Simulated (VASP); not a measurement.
# Pb (Fm-3m) in VASP: notebook

The runs below take Pb through single point, relaxation of cell and atoms, with r2SCAN.

All numbers are computed with VASP 6.6.1; they aren't measurements. Logs are shortened: lines on timing, memory, paths and dates and some standing lists are left out, and cuts for length are marked.

### Step 1. The cell of the first run

It takes space group Fm-3m (No. 225, cubic). Conventional cell: a = 5.013 Å, b = 5.013 Å, c = 5.013 Å, α = 90.00°, β = 90.00°, γ = 90.00°. Within 4.7 Å of Pb (site symmetry m-3m) lie 12 Pb at 3.54 Å.

### Step 2. Single point, r2SCAN

POSCAR

```
Pb
1.0
    0.0000000000      2.5066616973      2.5066616973
    2.5066616973      0.0000000000      2.5066616973
    2.5066616973      2.5066616973      0.0000000000
Pb
1
Direct
    0.0000000000      0.0000000000      0.0000000000
```

INCAR.step1

```
SYSTEM = Pb
ALGO = Normal
EDIFF = 1E-5
ENCUT = 550
GGA = PE
GGA_COMPAT = .FALSE.
ISMEAR = 1
LASPH = .TRUE.
LCHARG = .FALSE.
LREAL = .FALSE.
LWAVE = .TRUE.
NBANDS = 13
NELM = 120
PREC = Accurate
SIGMA = 0.05
```

INCAR.step2

```
SYSTEM = Pb
ALGO = Normal
EDIFF = 1E-6
ENCUT = 550
GGA_COMPAT = .FALSE.
ISIF = 2
ISMEAR = 1
ISTART = 1
LASPH = .TRUE.
LCHARG = .FALSE.
LMIXTAU = .TRUE.
LREAL = .FALSE.
LWAVE = .FALSE.
METAGGA = R2SCAN
NBANDS = 13
NELM = 120
PREC = Accurate
SIGMA = 0.05
```

KPOINTS

```
k-points
0
G
  7 7 7
  0 0 0
```

Potentials or basis: VASP PAW PBE potentials, release 64 (Pb_d).

Run with:

```bash
$ cat potpaw_PBE.64/Pb_d/POTCAR > POTCAR
$ cp INCAR.step1 INCAR
$ mpirun -np 1 vasp_std > vasp.out
$ cp INCAR.step2 INCAR
$ mpirun -np 1 vasp_std > vasp.out
```

OUTCAR:

```text
SYSTEM = Pb
   EDIFF = 1E-6
   ENCUT = 550
   ISIF = 2
   ISMEAR = 1
   ISTART = 1
   LASPH = .TRUE.
   LREAL = .FALSE.
   METAGGA = R2SCAN
   NELM = 120
   PREC = Accurate

 ion  position               nearest neighbor table
   1  0.000  0.000  0.000-

  LATTYP: Found a face centered cubic cell.
 ALAT       =     5.0133233946

  Lattice vectors:

 A1 = (   0.0000000000,   2.5066616973,   2.5066616973)
 A2 = (   2.5066616973,   0.0000000000,   2.5066616973)
 A3 = (   2.5066616973,   2.5066616973,   0.0000000000)

Analysis of symmetry for initial positions (statically):
=====================================================================
 Subroutine PRICEL returns:
 Original cell was already a primitive cell.

 Routine SETGRP: Setting up the symmetry group for a
 face centered cubic supercell.

 Subroutine GETGRP returns: Found 48 space group operations
 (whereof 48 operations were pure point group operations)
 out of a pool of 48 trial point group operations.

The static configuration has the point symmetry O_h .

Analysis of symmetry for dynamics (positions and initial velocities):
=====================================================================
 Subroutine PRICEL returns:
 Original cell was already a primitive cell.

 Routine SETGRP: Setting up the symmetry group for a
 face centered cubic supercell.

 Subroutine GETGRP returns: Found 48 space group operations
 (whereof 48 operations were pure point group operations)
 out of a pool of 48 trial point group operations.

The dynamic configuration has the point symmetry O_h .

 Subroutine INISYM returns: Found 48 space group operations
 (whereof 48 operations are pure point group operations),
 and found     1 'primitive' translations

----------------------------------------------------------------------------------------

                                     Primitive cell

  volume of cell :      31.5005

  direct lattice vectors                    reciprocal lattice vectors
     0.000000000  2.506661697  2.506661697    -0.199468481  0.199468481  0.199468481
     2.506661697  0.000000000  2.506661697     0.199468481 -0.199468481  0.199468481
     2.506661697  2.506661697  0.000000000     0.199468481  0.199468481 -0.199468481

  length of vectors
     3.544954969  3.544954969  3.544954969     0.345489543  0.345489543  0.345489543

  position of ions in fractional coordinates (direct lattice)
     0.000000000  0.000000000  0.000000000

  ion indices of the primitive-cell ions
   primitive index   ion index
                 1           1

----------------------------------------------------------------------------------------

 KPOINTS: k-points

Automatic generation of k-mesh.
 Grid dimensions read from file:
 generate k-points for:    7    7    7

 Generating k-lattice:

  Cartesian coordinates                     Fractional coordinates (reciprocal lattice)
    -0.028495497  0.028495497  0.028495497     0.142857143  0.000000000  0.000000000
     0.028495497 -0.028495497  0.028495497     0.000000000  0.142857143  0.000000000
     0.028495497  0.028495497 -0.028495497     0.000000000  0.000000000  0.142857143

  Length of vectors
     0.049355649  0.049355649  0.049355649

  Shift w.r.t. Gamma in fractional coordinates (k-lattice)
     0.000000000  0.000000000  0.000000000

 Subroutine IBZKPT returns following result:
 ===========================================

 Found     20 irreducible k-points:

 Following reciprocal coordinates:
            Coordinates               Weight
  0.000000  0.000000  0.000000      1.000000
  0.142857  0.000000  0.000000      8.000000
  0.285714  0.000000  0.000000      8.000000
  0.428571  0.000000  0.000000      8.000000
  0.142857  0.142857  0.000000      6.000000
  0.285714  0.142857  0.000000     24.000000
[... 12 lines left out ...]
 -0.428571  0.428571  0.142857     24.000000
 -0.285714  0.428571  0.142857     24.000000
   k-points           NKPTS =     20   k-points in BZ     NKDIM =     20   number of bands    NBANDS=     13
   number of dos      NEDOS =    301   number of ions     NIONS =      1
   total plane-waves  NPLWV =  21952
   dimension x,y,z NGX =    28 NGY =   28 NGZ =   28
   dimension x,y,z NGXF=    56 NGYF=   56 NGZF=   56
   ions per type =               1
   NGX,Y,Z   is equivalent  to a cutoff of  13.13, 13.13, 13.13 a.u.
   NGXF,Y,Z  is equivalent  to a cutoff of  26.26, 26.26, 26.26 a.u.
 SYSTEM =  Pb
   PREC   = accura    normal or accurate (medium, high low for compatibility)
   ISTART =      1    job   : 0-new  1-cont  2-samecut
   ICHARG =      0    charge: 1-file 2-atom 10-const
   ISPIN  =      1    spin polarized calculation?
   LNONCOLLINEAR =      F non collinear calculations
   LSORBIT =      F    spin-orbit coupling
   LASPH  =      T    aspherical Exc in radial PAW
   ENCUT  =  550.0 eV  40.42 Ry    6.36 a.u.   6.78  6.78  6.78*2*pi/ulx,y,z
   NELM   =    120;   NELMIN=  2; NELMDL=  0     # of ELM steps
   EDIFF  = 0.1E-05   stopping-criterion for ELM
   LREAL  =      F    real-space projection
   EDIFFG = 0.1E-04   stopping-criterion for IOM
   NSW    =      0    number of steps for IOM
   IBRION =     -1    ionic relax: 0-MD 1-quasi-New 2-CG
   NFREE  =      0    steps in history (QN), initial steepest desc. (CG)
   ISIF   =      2    stress and relaxation
   ISYM   =      2    0-nonsym 1-usesym 2-fastsym
   POTIM  = 0.5000    time-step for ionic-motion
   TEBEG  =    0.0;   TEEND  =   0.0 temperature during run
   PSTRESS=    0.0 pullay stress
   NELECT =      14.0000    total number of electrons
   NUPDOWN=      -1.0000    fix difference up-down
   EMIN   =  10.00;   EMAX   =-10.00  energy-range for DOS
   EFERMI =   0.00;   METHOD = LEGACY
   ISMEAR =     1;   SIGMA  =   0.05  broadening in eV -4-tet -1-fermi 0-gaus
   EFERMI_NEDOS =   21; number of points for ismear=-14 and -15
   IALGO  =     38    algorithm
   IMIX   =      4    mixing-type and parameters
     AMIX     =   0.40;   BMIX     =  1.00
     AMIX_MAG =   1.60;   BMIX_MAG =  1.00
  volume/ion in A,a.u.               =      31.50       212.58
  Fermi-wavevector in a.u.,A,eV,Ry     =   1.249334  2.360898 21.236445  1.560835
  Thomas-Fermi vector in A             =   2.383379
   LORBIT       =      0    0 simple, 1 ext, 2 COOP (PROOUT), +10 PAW based schemes
   METAGGA = R2SCAN    functional components
   LHFCALC =     F    Hartree Fock is set to
   AEXX    =    0.0000 exact exchange contribution
   IVDW    =     0    specifies the selected vdW correction
   LEPSILON=     F    determine dielectric tensor
   LRPA    =     F    only Hartree local field effects (RPA)
 non-spin polarized calculation
 Methfessel and Paxton  Order N= 1 SIGMA  =   0.05
  energy-cutoff  :      550.00
  volume of cell :       31.50
 maximum number of plane-waves:       941
   NGX = 13   NGY = 13   NGZ = 13

 number of electron      14.0000002 magnetization

 Free energy of the ion-electron system (eV)
  ---------------------------------------------------
  ext. energy  EPLUGINS =         0.00000000
  ---------------------------------------------------
  free energy    TOTEN  =       -56.29012257 eV

  energy without entropy =      -56.28998568  energy(sigma->0) =      -56.29007694

 E-fermi :   6.6256     XC(G=0): -10.7143

 val. band max:        6.5986400679   @ k =  -0.4286   0.2857   0.0000
 cond. band min:       7.1586668261   @ k =  -0.4286   0.4286   0.0000
 fundamental gap:      0.5600267582
 Fermi energy:         6.6255812716

 k-point     1 :       0.0000    0.0000    0.0000
  band No.  band energies     occupation
      1     -10.8823      2.00000
      2     -10.8823      2.00000
      3     -10.8823      2.00000
      4     -10.7500      2.00000
      5     -10.7500      2.00000
      6      -5.2250      2.00000
      7      14.2198      0.00000
      8      14.2198      0.00000
      9      14.2198      0.00000
     10      17.1947      0.00000
     11      18.5827      0.00000
     12      19.6356      0.00000
     13      19.6356      0.00000

 k-point     2 :       0.1429    0.0000    0.0000
  band No.  band energies     occupation
      1     -10.8832      2.00000
      2     -10.8591      2.00000
      3     -10.8591      2.00000
      4     -10.7477      2.00000
      5     -10.7477      2.00000
      6      -4.8285      2.00000
      7      10.8973      0.00000
      8      13.7798      0.00000
      9      13.7798      0.00000
     10      16.5480      0.00000
     11      20.0318      0.00000
     12      20.3479      0.00000
     13      20.3480      0.00000

 k-point     3 :       0.2857    0.0000    0.0000
  band No.  band energies     occupation
      1     -10.8919      2.00000
      2     -10.8512      2.00000
      3     -10.8512      2.00000
      4     -10.6969      2.00000
      5     -10.6969      2.00000
      6      -3.6614      2.00000
      7       6.5429      2.04114
      8      12.9900      0.00000
      9      12.9900      0.00000
     10      16.1773      0.00000
     11      18.4464      0.00000
     12      19.2696      0.00000
     13      19.2696      0.00000
[... 241 lines left out ...]
 k-point    19 :      -0.4286    0.4286    0.1429
  band No.  band energies     occupation
      1     -10.9536      2.00000
      2     -10.8960      2.00000
      3     -10.7097      2.00000
      4     -10.6515      2.00000
      5     -10.6038      2.00000
      6      -0.6568      2.00000
      7       4.6281      2.00000
      8       7.3069     -0.00000
      9       8.0955      0.00000
     10      15.3655      0.00000
     11      16.2790      0.00000
     12      21.8178      0.00000
     13      24.7054      0.00000

 k-point    20 :      -0.2857    0.4286    0.1429
  band No.  band energies     occupation
      1     -10.9038      2.00000
      2     -10.8258      2.00000
      3     -10.7730      2.00000
      4     -10.7041      2.00000
      5     -10.6052      2.00000
      6      -0.3085      2.00000
      7       5.1000      2.00000
      8       5.3866      2.00000
      9       8.3214      0.00000
     10      16.2069      0.00000
     11      19.7414      0.00000
     12      20.7095      0.00000
     13      20.9142      0.00000

------------------------ aborting loop because EDIFF is reached ----------------------------------------

  FORCE on cell =-STRESS in cart. coord.  units (eV):
  Direction    XX          YY          ZZ          XY          YZ          ZX
  --------------------------------------------------------------------------------------
  -------------------------------------------------------------------------------------
  Total       -0.0002282     -0.0002282     -0.0002282     -0.0000000      0.0000000      0.0000000
  in kB       -0.0116057     -0.0116057     -0.0116057     -0.0000000      0.0000000      0.0000000
  external PRESSURE =      -0.0116057 kB  Pullay stress =       0.0000000 kB

 VOLUME and BASIS-vectors are now :
 -----------------------------------------------------------------------------
  energy-cutoff  :      550.00
  volume of cell :       31.50
      direct lattice vectors                 reciprocal lattice vectors
     0.000000000  2.506661697  2.506661697    -0.199468481  0.199468481  0.199468481
     2.506661697  0.000000000  2.506661697     0.199468481 -0.199468481  0.199468481
     2.506661697  2.506661697  0.000000000     0.199468481  0.199468481 -0.199468481

 POSITION                                       TOTAL-FORCE (eV/Angst)
 -----------------------------------------------------------------------------------
      0.00000      0.00000      0.00000         0.000000      0.000000     -0.000000
 -----------------------------------------------------------------------------------
    total drift:                               -0.000000     -0.000000     -0.000000

  FREE ENERGIE OF THE ION-ELECTRON SYSTEM (eV)
  ---------------------------------------------------
  free  energy   TOTEN  =       -56.2901225697 eV

  energy  without entropy=      -56.2899856775  energy(sigma->0) =      -56.29007694
```

It took 17 s on 1 thread of Intel Xeon 6975P-C (Granite Rapids), shared host; peak memory 0.16 GiB.

Results:

```yaml
Free_energy: -56.2901 eV
Pressure: 0.0 GPa
Band_gap_on_the_k_mesh: zero (bands 7 and 8 overlap by 8.83 eV)
```

Caveat: the PAW data sets were made with another functional, which shifts forces and pressure a little; spin-orbit coupling is left out, which moves the levels of the heavy elements.

### Step 3. Relaxation of cell and atoms, r2SCAN

This run uses another cell than the first one, of 30.32 Å³/atom.

POSCAR

```
Pb
1.0
    0.0000000000      2.4750200000      2.4750200000
    2.4750200000      0.0000000000      2.4750200000
    2.4750200000      2.4750200000      0.0000000000
Pb
1
Direct
    0.0000000000      0.0000000000      0.0000000000
```

INCAR.step1

```
ALGO = Normal ; EDIFF = 1E-5
EDIFFG = -0.005 ; ENCUT = 550
GGA = PE ; GGA_COMPAT = False
IBRION = 2 ; ISIF = 3
ISMEAR = 1 ; LASPH = True
LCHARG = False ; LREAL = False
LWAVE = True ; NELM = 120
NELMIN = 4 ; NSW = 100
PREC = Accurate ; SIGMA = 0.05
```

INCAR.step2

```
ALGO = Normal ; EDIFF = 1E-7
EDIFFG = -0.02 ; ENCUT = 550
GGA_COMPAT = False ; IBRION = 2
ISIF = 3 ; ISMEAR = 1
ISTART = 1 ; LASPH = True
LCHARG = False ; LMIXTAU = True
LREAL = False ; LWAVE = False
METAGGA = R2SCAN ; NELM = 120
NELMIN = 4 ; NSW = 80
PREC = Accurate ; SIGMA = 0.05
```

KPOINTS

```
k-points
0
Gamma
  7 7 7
```

Potentials or basis: VASP PAW PBE potentials, release 64 (Pb_d).

Run with:

```bash
$ cat potpaw_PBE.64/Pb_d/POTCAR > POTCAR
$ cp INCAR.step1 INCAR
$ mpirun -np 1 vasp_std > vasp.out
$ cp INCAR.step2 INCAR
$ mpirun -np 1 vasp_std > vasp.out
```

Wall time 71 s (1 thread of Intel Xeon 6975P-C (Granite Rapids), shared host); peak memory 0.17 GiB.

Results (log left out):

- Free energy: -56.2896 eV
- Relaxed volume: 31.46 Å³/atom
- Relaxed cell: a = 3.544 Å, b = 3.544 Å, c = 3.544 Å, α = 60.00°, β = 60.00°, γ = 60.00°
- Space group after relaxing (to 0.1 Å): Fm-3m (No. 225)
- Energy gained by relaxing: 5.7 meV/atom
- Ionic steps: 3
- Pressure after relaxing: 0.0 GPa
- Band gap on the k mesh: zero (bands 7 and 8 overlap by 8.84 eV)

The path:
```csv
step,energy change (eV),largest force (eV/Å),pressure (GPa),volume (Å³)
1,0.0000,0.0000,1.73,30.32
2,-0.0054,0.0000,-0.35,31.78
3,-0.0057,0.0000,0.03,31.46
```

Final structure:
```
CELL_PARAMETERS angstrom
0.00000 2.50569 2.50569
2.50569 0.00000 2.50569
2.50569 2.50569 0.00000
ATOMIC_POSITIONS crystal
Pb 0.00000 0.00000 0.00000
```

Levels at points of the mesh, in eV from the Fermi level:
| k point | band 4 | band 5 | band 6 | band 7 | band 8 | band 9 | band 10 | band 11 |
| --- | --- | --- | --- | --- | --- | --- | --- | --- |
| (0.00, 0.00, 0.00) | -17.38 | -17.38 | -11.86 | 7.60 | 7.60 | 7.60 | 10.57 | 11.97 |

Caveat: the PAW data sets were made with another functional, which shifts forces and pressure a little; spin-orbit coupling is left out, which moves the levels of the heavy elements.
